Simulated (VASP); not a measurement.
# SiF (Pm-3m) in VASP: settings compared

Aim: see how the results for SiF move with the level of theory and the settings. Levels: PBE-based screened hybrid with 25 % exact exchange, B3LYP, HF, PBE. Tasks: single point, relaxation of cell and atoms.

Everything below comes from runs of VASP 6.6.1. Logs are shortened: lines on timing, memory, paths and dates and some standing lists are left out, and cuts for length are marked.

## Step 1: The cell of the first run

Symmetry: Pm-3m, No. 221, cubic system. Conventional cell: a = 3.029 Å, b = 3.029 Å, c = 3.029 Å, α = 90.00°, β = 90.00°, γ = 90.00°. Si (site symmetry m-3m) has 8 F at 2.62 Å and 6 Si at 3.03 Å within 3.5 Å. Within 3.5 Å of F (site symmetry m-3m) lie 8 Si at 2.62 Å and 6 F at 3.03 Å.

## Step 2: Single point, PBE-based screened hybrid with 25 % exact exchange

POSCAR

```
SiF
1.0
    3.0286000000      0.0000000000      0.0000000000
    0.0000000000      3.0286000000      0.0000000000
    0.0000000000      0.0000000000      3.0286000000
Si F
1 1
Direct
    0.5000000000      0.5000000000      0.5000000000
    0.0000000000      0.0000000000      0.0000000000
```

INCAR.step1

```
SYSTEM = SiF
PREC = Accurate
ENCUT = 520
EDIFF = 1E-5
ISMEAR = -1
SIGMA = 0.05
LREAL = .FALSE.
LASPH = .TRUE.
NELM = 80
ALGO = Normal
ISIF = 2
LWAVE = .TRUE.
LCHARG = .FALSE.
NBANDS = 12
GGA = PE
```

INCAR.step2

```
SYSTEM = SiF
PREC = Accurate
ENCUT = 520
EDIFF = 1E-6
ISMEAR = -1
SIGMA = 0.05
LREAL = .FALSE.
LASPH = .TRUE.
NELM = 80
ALGO = Normal
ISIF = 2
LWAVE = .FALSE.
LCHARG = .FALSE.
GGA = PE
LHFCALC = .TRUE.
AEXX = 0.25
HFSCREEN = 0.3
PRECFOCK = Normal
NBANDS = 12
ISTART = 1
```

KPOINTS

```
regular mesh
0
G
  5 5 5
  0 0 0
```

Potentials or basis: VASP PAW PBE potentials, release 64 (Si, F).

The run is started by

```sh
$ cat potpaw_PBE.64/Si/POTCAR potpaw_PBE.64/F/POTCAR > POTCAR
$ cp INCAR.step1 INCAR
$ mpirun -np 1 vasp_std > vasp.out
$ cp INCAR.step2 INCAR
$ mpirun -np 1 vasp_std > vasp.out
```

OUTCAR:

```text
SYSTEM = SiF
   PREC = Accurate
   ENCUT = 520
   EDIFF = 1E-6
   ISMEAR = -1
   LREAL = .FALSE.
   LASPH = .TRUE.
   NELM = 80
   ISIF = 2
   GGA = PE
   LHFCALC = .TRUE.
   AEXX = 0.25
   HFSCREEN = 0.3
   PRECFOCK = Normal
   ISTART = 1

 ion  position               nearest neighbor table
   1  0.500  0.500  0.500-
   2  0.000  0.000  0.000-

  LATTYP: Found a simple cubic cell.
 ALAT       =     3.0286000000

  Lattice vectors:

 A1 = (   3.0286000000,   0.0000000000,   0.0000000000)
 A2 = (   0.0000000000,   3.0286000000,   0.0000000000)
 A3 = (   0.0000000000,   0.0000000000,   3.0286000000)

Analysis of symmetry for initial positions (statically):
=====================================================================
 Subroutine PRICEL returns:
 Original cell was already a primitive cell.

 Routine SETGRP: Setting up the symmetry group for a
 simple cubic supercell.

 Subroutine GETGRP returns: Found 48 space group operations
 (whereof 48 operations were pure point group operations)
 out of a pool of 48 trial point group operations.

The static configuration has the point symmetry O_h .

Analysis of symmetry for dynamics (positions and initial velocities):
=====================================================================
 Subroutine PRICEL returns:
 Original cell was already a primitive cell.

 Routine SETGRP: Setting up the symmetry group for a
 simple cubic supercell.

 Subroutine GETGRP returns: Found 48 space group operations
 (whereof 48 operations were pure point group operations)
 out of a pool of 48 trial point group operations.

The dynamic configuration has the point symmetry O_h .

 Subroutine INISYM returns: Found 48 space group operations
 (whereof 48 operations are pure point group operations),
 and found     1 'primitive' translations

----------------------------------------------------------------------------------------

                                     Primitive cell

  volume of cell :      27.7796

  direct lattice vectors                    reciprocal lattice vectors
     3.028600000  0.000000000  0.000000000     0.330185564  0.000000000  0.000000000
     0.000000000  3.028600000  0.000000000     0.000000000  0.330185564  0.000000000
     0.000000000  0.000000000  3.028600000     0.000000000  0.000000000  0.330185564

  length of vectors
     3.028600000  3.028600000  3.028600000     0.330185564  0.330185564  0.330185564

  position of ions in fractional coordinates (direct lattice)
     0.500000000  0.500000000  0.500000000
     0.000000000  0.000000000  0.000000000

  ion indices of the primitive-cell ions
   primitive index   ion index
                 1           1
                 2           2

----------------------------------------------------------------------------------------

 KPOINTS: regular mesh

Automatic generation of k-mesh.
 Grid dimensions read from file:
 generate k-points for:    5    5    5

 Generating k-lattice:

  Cartesian coordinates                     Fractional coordinates (reciprocal lattice)
     0.066037113  0.000000000  0.000000000     0.200000000  0.000000000  0.000000000
     0.000000000  0.066037113  0.000000000     0.000000000  0.200000000  0.000000000
     0.000000000  0.000000000  0.066037113     0.000000000  0.000000000  0.200000000

  Length of vectors
     0.066037113  0.066037113  0.066037113

  Shift w.r.t. Gamma in fractional coordinates (k-lattice)
     0.000000000  0.000000000  0.000000000

 Subroutine IBZKPT returns following result:
 ===========================================

 Found     10 irreducible k-points:

 Following reciprocal coordinates:
            Coordinates               Weight
  0.000000  0.000000  0.000000      1.000000
  0.200000  0.000000  0.000000      6.000000
  0.400000  0.000000  0.000000      6.000000
  0.200000  0.200000  0.000000     12.000000
  0.400000  0.200000  0.000000     24.000000
  0.400000  0.400000  0.000000     12.000000
  0.200000  0.200000  0.200000      8.000000
  0.400000  0.200000  0.200000     24.000000
  0.400000  0.400000  0.200000     24.000000
  0.400000  0.400000  0.400000      8.000000
   k-points           NKPTS =     10   k-points in BZ     NKDIM =    125   number of bands    NBANDS=     12
   number of dos      NEDOS =    301   number of ions     NIONS =      2
   total plane-waves  NPLWV =  13824
   dimension x,y,z NGX =    24 NGY =   24 NGZ =   24
   dimension x,y,z NGXF=    48 NGYF=   48 NGZF=   48
   ions per type =               1   1
   NGX,Y,Z   is equivalent  to a cutoff of  13.17, 13.17, 13.17 a.u.
   NGXF,Y,Z  is equivalent  to a cutoff of  26.35, 26.35, 26.35 a.u.
 SYSTEM =  SiF
   PREC   = accura    normal or accurate (medium, high low for compatibility)
   ISTART =      1    job   : 0-new  1-cont  2-samecut
   ICHARG =      0    charge: 1-file 2-atom 10-const
   ISPIN  =      1    spin polarized calculation?
   LNONCOLLINEAR =      F non collinear calculations
   LSORBIT =      F    spin-orbit coupling
   LASPH  =      T    aspherical Exc in radial PAW
   ENCUT  =  520.0 eV  38.22 Ry    6.18 a.u.   5.63  5.63  5.63*2*pi/ulx,y,z
   NELM   =     80;   NELMIN=  2; NELMDL=  0     # of ELM steps
   EDIFF  = 0.1E-05   stopping-criterion for ELM
   LREAL  =      F    real-space projection
   EDIFFG = 0.1E-04   stopping-criterion for IOM
   NSW    =      0    number of steps for IOM
   IBRION =     -1    ionic relax: 0-MD 1-quasi-New 2-CG
   NFREE  =      0    steps in history (QN), initial steepest desc. (CG)
   ISIF   =      2    stress and relaxation
   ISYM   =      3    0-nonsym 1-usesym 2-fastsym
   POTIM  = 0.5000    time-step for ionic-motion
   TEBEG  =    0.0;   TEEND  =   0.0 temperature during run
   PSTRESS=    0.0 pullay stress
   NELECT =      11.0000    total number of electrons
   NUPDOWN=      -1.0000    fix difference up-down
   EMIN   =  10.00;   EMAX   =-10.00  energy-range for DOS
   EFERMI =   0.00;   METHOD = LEGACY
   ISMEAR =    -1;   SIGMA  =   0.05  broadening in eV -4-tet -1-fermi 0-gaus
   EFERMI_NEDOS =   21; number of points for ismear=-14 and -15
   IALGO  =     38    algorithm
   IMIX   =      1    mixing-type and parameters
     AMIX     =   0.40;   BMIX     =  1.00
     AMIX_MAG =   1.60;   BMIX_MAG =  1.00
  volume/ion in A,a.u.               =      13.89        93.73
  Fermi-wavevector in a.u.,A,eV,Ry     =   1.202164  2.271761 19.663124  1.445199
  Thomas-Fermi vector in A             =   2.337953
   LORBIT       =      0    0 simple, 1 ext, 2 COOP (PROOUT), +10 PAW based schemes
   GGA     = PE    functional components
   LHFCALC =     T    Hartree Fock is set to
   PRECFOCK=normal    Normal, Fast or Accurate (Low or Medium for compatibility)
   ENCUT4O =  -1.0   cutoff for four orbital integrals eV
   NKREDX  =     1    reduce k-point grid by
   NKREDY  =     1    reduce k-point grid by
   NKREDZ  =     1    reduce k-point grid by
   AEXX    =    0.2500 exact exchange contribution
   HFSCREEN=    0.3000 screening length (either q_TF or 0.3 A-1)
   HFSCREENC=   0.3000 screening length for correlation (either q_TF or 0.3 A-1)
   ENCUTFOCK=  -1.0 apply spherical cutoff to Coloumb kernel
   IVDW    =     0    specifies the selected vdW correction
   LEPSILON=     F    determine dielectric tensor
   LRPA    =     F    only Hartree local field effects (RPA)
 non-spin polarized calculation
  energy-cutoff  :      520.00
  volume of cell :       27.78
 maximum number of plane-waves:       752
 NGX is ok and might be reduce to    24
  NGX = 18; NGY = 18; NGZ = 18

 number of electron      11.0000013 magnetization

 Free energy of the ion-electron system (eV)
  ---------------------------------------------------
  ext. energy  EPLUGINS =         0.00000000
  ---------------------------------------------------
  free energy    TOTEN  =        -9.39353675 eV

  energy without entropy =       -9.38016918  energy(sigma->0) =       -9.38685297

 E-fermi :   5.5466     XC(G=0):  -8.6634

 val. band max:        5.5023086967   @ k =   0.4000   0.2000   0.2000
 cond. band min:       6.0657755325   @ k =   0.4000   0.4000   0.2000
 fundamental gap:      0.5634668358
 Fermi energy:         5.5466162710

 k-point     1 :       0.0000    0.0000    0.0000
  band No.  band energies     occupation
      1     -21.2023      2.00000
      2      -4.3451      2.00000
      3      -0.6746      2.00000
      4      -0.6746      2.00000
      5      -0.6746      2.00000
      6      11.5020      0.00000
      7      11.5020      0.00000
      8      11.5020      0.00000
      9      12.0689      0.00000
     10      12.0689      0.00000
     11      22.5795      0.00000
     12      23.7236      0.00000

 k-point     2 :       0.2000    0.0000    0.0000
  band No.  band energies     occupation
      1     -21.1212      2.00000
      2      -4.6785      2.00000
      3      -0.5622      2.00000
      4      -0.5622      2.00000
      5      -0.2044      2.00000
      6       7.7645      0.00000
      7      11.4653      0.00000
      8      11.4653      0.00000
      9      12.6022      0.00000
     10      15.9204      0.00000
     11      21.9474      0.00000
     12      21.9474      0.00000

 k-point     3 :       0.4000    0.0000    0.0000
  band No.  band energies     occupation
      1     -20.9857      2.00000
      2      -5.2444      2.00000
      3      -0.3722      2.00000
      4      -0.3722      2.00000
      5       1.3858      2.00000
      6       4.2075      2.00000
      7      11.3792      0.00000
      8      11.3792      0.00000
      9      13.8428      0.00000
     10      19.4790      0.00000
     11      20.2217      0.00000
     12      20.2217      0.00000
[... 76 lines left out ...]
 k-point     9 :       0.4000    0.4000    0.2000
  band No.  band energies     occupation
      1     -20.7695      2.00000
      2      -3.0091      2.00000
      3      -2.1665      2.00000
      4      -0.7589      2.00000
      5       0.7417      2.00000
      6       6.0658      0.00006
      7       6.3712      0.00000
      8       9.7563      0.00000
      9      14.2621      0.00000
     10      17.2539      0.00000
     11      17.3937      0.00000
     12      21.6520      0.00000

 k-point    10 :       0.4000    0.4000    0.4000
  band No.  band energies     occupation
      1     -20.6843      2.00000
      2      -2.0650      2.00000
      3      -1.5705      2.00000
      4      -1.5705      2.00000
      5       1.3932      2.00000
      6       5.3744      1.93812
      7       5.3744      1.93812
      8       6.9658      0.00000
      9      15.3150      0.00000
     10      15.8893      0.00000
     11      15.8893      0.00000
     12      26.9450      0.00000

------------------------ aborting loop because EDIFF is reached ----------------------------------------

  FORCE on cell =-STRESS in cart. coord.  units (eV):
  Direction    XX          YY          ZZ          XY          YZ          ZX
  --------------------------------------------------------------------------------------
  -------------------------------------------------------------------------------------
  Total       -0.2946828     -0.2946828     -0.2946828      0.0000000      0.0000000     -0.0000000
  in kB      -16.9957247    -16.9957247    -16.9957247      0.0000000      0.0000000     -0.0000000
  external PRESSURE =     -16.9957247 kB  Pullay stress =       0.0000000 kB

 VOLUME and BASIS-vectors are now :
 -----------------------------------------------------------------------------
  energy-cutoff  :      520.00
  volume of cell :       27.78
      direct lattice vectors                 reciprocal lattice vectors
     3.028600000  0.000000000  0.000000000     0.330185564  0.000000000  0.000000000
     0.000000000  3.028600000  0.000000000     0.000000000  0.330185564  0.000000000
     0.000000000  0.000000000  3.028600000     0.000000000  0.000000000  0.330185564

 POSITION                                       TOTAL-FORCE (eV/Angst)
 -----------------------------------------------------------------------------------
      1.51430      1.51430      1.51430         0.000000      0.000000      0.000000
      0.00000      0.00000      0.00000         0.000000      0.000000      0.000000
 -----------------------------------------------------------------------------------
    total drift:                               -0.000000      0.000000     -0.000000

  FREE ENERGIE OF THE ION-ELECTRON SYSTEM (eV)
  ---------------------------------------------------
  free  energy   TOTEN  =        -9.3935367475 eV

  energy  without entropy=       -9.3801691850  energy(sigma->0) =       -9.38685297
```

It took 3.1 min on 1 thread of Intel Xeon Platinum 8488C (Sapphire Rapids), shared host; peak memory 0.23 GiB.

What came out:

| Item | Value |
| --- | --- |
| Free energy | -9.3935 eV |
| Pressure | -1.7 GPa |
| Band gap on the k mesh | zero (an odd number of electrons rules out a gap without spin polarisation) |

Caveat: the k points lie up to 0.41 Å⁻¹ apart, too coarse for converged energies and pressures of a metal; the PAW data sets were made with another functional, which shifts forces and pressure a little; an odd number of electrons without spin polarisation forces a metal; a magnetic or distorted state may lie lower.

## Step 3: Single point, B3LYP

This run uses another cell than the first one, of 14.50 Å³/atom.

POSCAR

```
SiF
1.0
    3.0723280179      0.0000000000      0.0000000000
    0.0000000000      3.0723280179      0.0000000000
    0.0000000000      0.0000000000      3.0723280179
Si F
1 1
Direct
    0.5000000000      0.5000000000      0.5000000000
    0.0000000000      0.0000000000      0.0000000000
```

INCAR.step1

```
SYSTEM = SiF
ALGO = Normal
EDIFF = 1E-5
ENCUT = 520
GGA = PE
ISIF = 2
ISMEAR = -1
LASPH = .TRUE.
LREAL = .FALSE.
LWAVE = .TRUE.
NBANDS = 12
NELM = 80
PREC = Accurate
SIGMA = 0.05
```

INCAR.step2

```
SYSTEM = SiF
AEXX = 0.2
AGGAC = 0.81
AGGAX = 0.72
ALDAC = 0.19
ALGO = Normal
EDIFF = 1E-7
ENCUT = 520
GGA = B3
ISIF = 2
ISMEAR = -1
ISTART = 1
LASPH = .TRUE.
LCHARG = .TRUE.
LELF = .TRUE.
LHFCALC = .TRUE.
LREAL = .FALSE.
LVHAR = .TRUE.
LWAVE = .FALSE.
NBANDS = 12
NELM = 80
PREC = Accurate
PRECFOCK = Normal
SIGMA = 0.05
```

KPOINTS

```
k-points
0
G
  5 5 5
  0 0 0
```

Potentials or basis: VASP PAW PBE potentials, release 64 (Si, F).

The run is started by

```sh
$ cat potpaw_PBE.64/Si/POTCAR potpaw_PBE.64/F/POTCAR > POTCAR
$ cp INCAR.step1 INCAR
$ mpirun -np 1 vasp_std > vasp.out
$ cp INCAR.step2 INCAR
$ mpirun -np 1 vasp_std > vasp.out
```

Wall time 3.8 min (1 thread of Intel Xeon Platinum 8488C (Sapphire Rapids), shared host); peak memory 0.14 GiB.

Results (log left out):

```
Free energy            : -9.4189 eV
Pressure               : -0.2 GPa
Band gap on the k mesh : zero (an odd number of electrons rules out a gap without spin polarisation)
```

Levels at points of the mesh, in eV from the Fermi level:
```
           k point  band 3  band 4  band 5  band 6  band 7  band 8
(0.00, 0.00, 0.00)   -6.24   -6.24   -6.24    5.97    5.97    5.97
```

Caveat: the k points lie up to 0.41 Å⁻¹ apart, too coarse for converged energies and pressures of a metal; the PAW data sets were made with another functional, which shifts forces and pressure a little; an odd number of electrons without spin polarisation forces a metal; a magnetic or distorted state may lie lower.

[end of part 1 of 2]
